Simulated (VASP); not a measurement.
Wanted: the native input for a VASP 6.6.1 run.

| Quantity | Value |
| --- | --- |
| Task | single point |
| Functional | PBE |
| Potentials or basis | VASP PAW PBE potentials, release 64 (B) |
| Cutoff | 520 eV |
| k mesh | 15 × 15 × 5 |
| Occupations | fermi-dirac, width 0.08 eV |
| Spin | no spin polarisation |
| Dipole correction | no |
| Further INCAR settings | ALGO = Normal; EDIFF = 1e-06; NBANDS = 14 |

The structure of B lies in POSCAR:

```
B
1.0
    2.7508598061      0.0000000000      0.0000000000
   -1.3754299031      2.3823144743      0.0000000000
    0.0000000000      0.0000000000      3.3827600650
B
4
Direct
    0.0000000000      0.0000000000      0.2500000000
    0.0000000000      0.0000000000      0.7500000000
    0.3333333333      0.6666666667      0.2500000000
    0.6666666667      0.3333333333      0.7500000000
```

These files were run (other wordings do the same):

INCAR

```
SYSTEM = B
PREC = Accurate
ENCUT = 520
EDIFF = 1E-6
ISMEAR = -1
SIGMA = 0.08
LREAL = .FALSE.
LASPH = .TRUE.
NELM = 80
ALGO = Normal
ISIF = 2
LWAVE = .FALSE.
LCHARG = .FALSE.
GGA = PE
NBANDS = 14
```

KPOINTS

```
Automatic mesh
0
G
  15 15 5
  0 0 0
```

Potentials or basis: VASP PAW PBE potentials, release 64 (B).

Launch:

```bash
$ cat potpaw_PBE.64/B/POTCAR > POTCAR
$ mpirun -np 1 vasp_std > vasp.out
```

It gave:

```yaml
Pressure: 100.2 GPa
Band_gap_on_the_k_mesh: zero (band 6 reaches 10.55 eV, above the bottom of band 7 at 8.08 eV)
```

Caveat: the k points lie up to 0.37 Å⁻¹ apart.

Run time: 8.2 s on 1 thread of Intel(R) Xeon(R) 6975P-C (Granite Rapids), with other jobs on the host, peak memory 0.13 GiB.
